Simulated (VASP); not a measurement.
# TiB2 (P6/mmm) in VASP: single point with PBE

Aim: the single point of TiB2 with PBE.

All numbers are computed with VASP 6.6.1; they aren't measurements. Logs are shortened: lines on timing, memory, paths and dates and some standing lists are left out, and cuts for length are marked.

**1. The cell of the first run**

It takes space group P6/mmm (No. 191, hexagonal). The conventional cell has a = 3.029 Å, b = 3.029 Å, c = 3.228 Å, α = 90.00°, β = 90.00°, γ = 120.00°. Within 3.1 Å of Ti (site symmetry 6/mmm) lie 12 B at 2.38 Å and 6 Ti at 3.03 Å. Within 2.4 Å of B (site symmetry -6m2) lie 3 B at 1.75 Å and 6 Ti at 2.38 Å.

**2. Single point, PBE**

The input, INCAR:

```
  PREC = Accurate
  ENCUT = 500
  EDIFF = 1E-6
  ISMEAR = -1
  SIGMA = 0.1
  LREAL = False
  LASPH = True
  NELM = 120
  ALGO = Normal
  ISIF = 2
  LWAVE = False
  LCHARG = False
  GGA = PE
  NBANDS = 16
  GGA_COMPAT = False
```

The input, KPOINTS:

```
regular mesh
0
Gamma
  8 8 7
```

The input, POSCAR:

```
TiB2
1.0
    3.0292000000      0.0000000000      0.0000000000
   -1.5146000000      2.6233640000      0.0000000000
    0.0000000000      0.0000000000      3.2284000000
Ti B
1 2
Direct
    0.0000000000      0.0000000000      0.0000000000
    0.3333333333      0.6666666667      0.5000000000
    0.6666666667      0.3333333333      0.5000000000
```

Potentials or basis: VASP PAW PBE potentials, release 64 (Ti_sv, B).

The run is started by

```bash
$ cat potpaw_PBE.64/Ti_sv/POTCAR potpaw_PBE.64/B/POTCAR > POTCAR
$ mpirun -np 1 vasp_std > vasp.out
```

OUTCAR:

```text
PREC = Accurate
   ENCUT = 500
   EDIFF = 1E-6
   ISMEAR = -1
   LREAL = False
   LASPH = True
   NELM = 120
   ISIF = 2
   GGA = PE

 ion  position               nearest neighbor table
   1  0.000  0.000  0.000-   2 2.38   2 2.38   3 2.38   3 2.38   2 2.38   3 2.38   2 2.38   3 2.38
                             3 2.38   3 2.38   2 2.38   2 2.38
   2  0.333  0.667  0.500-   3 1.75   3 1.75   3 1.75   1 2.38   1 2.38   1 2.38   1 2.38   1 2.38
                             1 2.38
   3  0.667  0.333  0.500-   2 1.75   2 1.75   2 1.75   1 2.38   1 2.38   1 2.38   1 2.38   1 2.38
                             1 2.38

  LATTYP: Found a hexagonal cell.
 ALAT       =     3.0292000000
 C/A-ratio  =     1.0657599366

  Lattice vectors:

 A1 = (   3.0292000000,   0.0000000000,   0.0000000000)
 A2 = (  -1.5146000000,   2.6233640000,   0.0000000000)
 A3 = (   0.0000000000,   0.0000000000,   3.2284000000)

Analysis of symmetry for initial positions (statically):
=====================================================================
 Subroutine PRICEL returns:
 Original cell was already a primitive cell.

 Routine SETGRP: Setting up the symmetry group for a
 hexagonal supercell.

 Subroutine GETGRP returns: Found 24 space group operations
 (whereof 24 operations were pure point group operations)
 out of a pool of 24 trial point group operations.

The static configuration has the point symmetry D_6h.

Analysis of symmetry for dynamics (positions and initial velocities):
=====================================================================
 Subroutine PRICEL returns:
 Original cell was already a primitive cell.

 Routine SETGRP: Setting up the symmetry group for a
 hexagonal supercell.

 Subroutine GETGRP returns: Found 24 space group operations
 (whereof 24 operations were pure point group operations)
 out of a pool of 24 trial point group operations.

The dynamic configuration has the point symmetry D_6h.

 Subroutine INISYM returns: Found 24 space group operations
 (whereof 24 operations are pure point group operations),
 and found     1 'primitive' translations

----------------------------------------------------------------------------------------

                                     Primitive cell

  volume of cell :      25.6551

[... 88 lines left out ...]
   ENCUT  =  500.0 eV  36.75 Ry    6.06 a.u.   5.52  5.52  5.89*2*pi/ulx,y,z
   NELM   =    120;   NELMIN=  2; NELMDL= -5     # of ELM steps
   EDIFF  = 0.1E-05   stopping-criterion for ELM
   LREAL  =      F    real-space projection
   EDIFFG = 0.1E-04   stopping-criterion for IOM
   NSW    =      0    number of steps for IOM
   IBRION =     -1    ionic relax: 0-MD 1-quasi-New 2-CG
   NFREE  =      0    steps in history (QN), initial steepest desc. (CG)
   ISIF   =      2    stress and relaxation
   ISYM   =      2    0-nonsym 1-usesym 2-fastsym
   POTIM  = 0.5000    time-step for ionic-motion
   TEBEG  =    0.0;   TEEND  =   0.0 temperature during run
   PSTRESS=    0.0 pullay stress
   NELECT =      18.0000    total number of electrons
   NUPDOWN=      -1.0000    fix difference up-down
   EMIN   =  10.00;   EMAX   =-10.00  energy-range for DOS
   EFERMI =   0.00;   METHOD = LEGACY
   ISMEAR =    -1;   SIGMA  =   0.10  broadening in eV -4-tet -1-fermi 0-gaus
   EFERMI_NEDOS =   21; number of points for ismear=-14 and -15
   IALGO  =     38    algorithm
   IMIX   =      4    mixing-type and parameters
     AMIX     =   0.40;   BMIX     =  1.00
     AMIX_MAG =   1.60;   BMIX_MAG =  1.00
  volume/ion in A,a.u.               =       8.55        57.71
  Fermi-wavevector in a.u.,A,eV,Ry     =   1.454703  2.748990 28.792123  2.116161
  Thomas-Fermi vector in A             =   2.571823
   LORBIT       =      0    0 simple, 1 ext, 2 COOP (PROOUT), +10 PAW based schemes
   GGA     = PE    functional components
   LHFCALC =     F    Hartree Fock is set to
   AEXX    =    0.0000 exact exchange contribution
   IVDW    =     0    specifies the selected vdW correction
   LEPSILON=     F    determine dielectric tensor
   LRPA    =     F    only Hartree local field effects (RPA)
 non-spin polarized calculation
  energy-cutoff  :      500.00
  volume of cell :       25.66
 maximum number of plane-waves:       666
 NGX is ok and might be reduce to    24
   NGX = 11   NGY = 11   NGZ = 11

 number of electron      18.0000002 magnetization

 Free energy of the ion-electron system (eV)
  ---------------------------------------------------
  ext. energy  EPLUGINS =         0.00000000
  ---------------------------------------------------
  free energy    TOTEN  =       -24.43792963 eV

  energy without entropy =      -24.42908009  energy(sigma->0) =      -24.43350486

 E-fermi :  10.0319     XC(G=0): -12.7685

 val. band max:        9.8892879026   @ k =   0.0000   0.0000   0.4286
 cond. band min:      10.2852427858   @ k =   0.1250   0.1250   0.2857
 fundamental gap:      0.3959548831
 Fermi energy:        10.0318567438

 k-point     1 :       0.0000    0.0000    0.0000
  band No.  band energies     occupation
      1     -46.9574      2.00000
      2     -23.3114      2.00000
      3     -22.9930      2.00000
      4     -22.9930      2.00000
      5      -3.5081      2.00000
      6       7.3992      2.00000
[... 433 lines left out ...]
      3     -23.3204      2.00000
      4     -23.0599      2.00000
      5      -0.5497      2.00000
      6       2.8890      2.00000
[... 8 lines left out ...]
     15      17.8543      0.00000
     16      22.3419      0.00000

 [... further k-points ...]

------------------------ aborting loop because EDIFF is reached ----------------------------------------

  FORCE on cell =-STRESS in cart. coord.  units (eV):
  Direction    XX          YY          ZZ          XY          YZ          ZX
  --------------------------------------------------------------------------------------
  -------------------------------------------------------------------------------------
  Total        0.1600199      0.1600199     -0.1061886      0.0000000      0.0000000      0.0000000
  in kB        9.9933398      9.9933387     -6.6315435      0.0000000      0.0000000      0.0000000
  external PRESSURE =       4.4517117 kB  Pullay stress =       0.0000000 kB

 VOLUME and BASIS-vectors are now :
 -----------------------------------------------------------------------------
  energy-cutoff  :      500.00
  volume of cell :       25.66
      direct lattice vectors                 reciprocal lattice vectors
     3.029200000  0.000000000  0.000000000     0.330120164  0.190594977  0.000000000
    -1.514600000  2.623364000  0.000000000     0.000000000  0.381189953  0.000000000
     0.000000000  0.000000000  3.228400000     0.000000000  0.000000000  0.309750960

 POSITION                                       TOTAL-FORCE (eV/Angst)
 -----------------------------------------------------------------------------------
      0.00000      0.00000      0.00000        -0.000000      0.000000     -0.000000
     -0.00000      1.74891      1.61420        -0.000000     -0.000000      0.000000
      1.51460      0.87445      1.61420         0.000000      0.000000     -0.000000
 -----------------------------------------------------------------------------------
    total drift:                               -0.000000      0.000000      0.000000

  FREE ENERGIE OF THE ION-ELECTRON SYSTEM (eV)
  ---------------------------------------------------
  free  energy   TOTEN  =       -24.4379296325 eV

  energy  without entropy=      -24.4290800900  energy(sigma->0) =      -24.43350486
```

stdout:

```text
POSCAR found type information on POSCAR TiB
 POSCAR found :  2 types and       3 ions
 scaLAPACK will be used
 LDA part: xc-table for (Slater+PW92), standard interpolation
 POSCAR, INCAR and KPOINTS ok, starting setup
 FFT: planning ... GRIDC
 FFT: planning ... GRID_SOFT
 FFT: planning ... GRID
 WAVECAR not read
 entering main loop
```

Wall time 17 s (1 thread of AMD EPYC 7R43 (Zen 3), shared host); peak memory 0.11 GiB.

What came out:

```yaml
Free_energy: -24.4379 eV
Pressure: 0.4 GPa
Band_gap_on_the_k_mesh: zero (bands 9 and 10 overlap by 0.52 eV)
```

The gap in the log of VASP goes by the Fermi energy; the results here count the filled bands.